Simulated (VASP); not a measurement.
Input of a VASP 6.6.1 run:

Contents of INCAR:

```
ALGO = Normal ; EDIFF = 1E-6
ENCUT = 600 ; GGA = PE
GGA_COMPAT = F ; ISIF = 2
ISMEAR = 0 ; IVDW = 13
LASPH = T ; LCHARG = F
LREAL = F ; LWAVE = F
NBANDS = 28 ; NELM = 120
PREC = Accurate ; SIGMA = 0.01
```

File KPOINTS:

```
k-points
0
Gamma
  3 3 1
```

File POSCAR:

```
Ba2SrN2
1.0
    3.9305736100      0.0000000000      0.0000000000
   -1.9652868100      3.4039766000      0.0000000000
    0.0000000000      0.0000000000     10.5606640100
Ba Sr N
2 1 2
Direct
    0.6666666725      0.3333333314      0.2154780000
    0.3333333315      0.6666666716      0.7845220000
   -0.0254415793      0.0000000000      0.4999999995
    0.6666666725      0.3333333314      0.6607439999
    0.3333333315      0.6666666716      0.3392560001
```

Potentials or basis: VASP PAW PBE potentials, release 64 (Ba_sv, Sr_sv, N).

Run with:

```console
$ cat potpaw_PBE.64/Ba_sv/POTCAR potpaw_PBE.64/Sr_sv/POTCAR potpaw_PBE.64/N/POTCAR > POTCAR
$ mpirun -np 1 vasp_std > vasp.out
```

(1) What does it give for the band gap on the k mesh?

(2) Predict the largest force.

(3) What does it give for the dispersion energy per atom?

Results:

(1) zero (bands 20 and 21 overlap by 0.21 eV).

(2) 0.141 eV/Å.

(3) -0.176 eV.

Caveat: the k points lie up to 0.62 Å⁻¹ apart; spin-orbit coupling is left out, which moves the levels of the heavy elements.
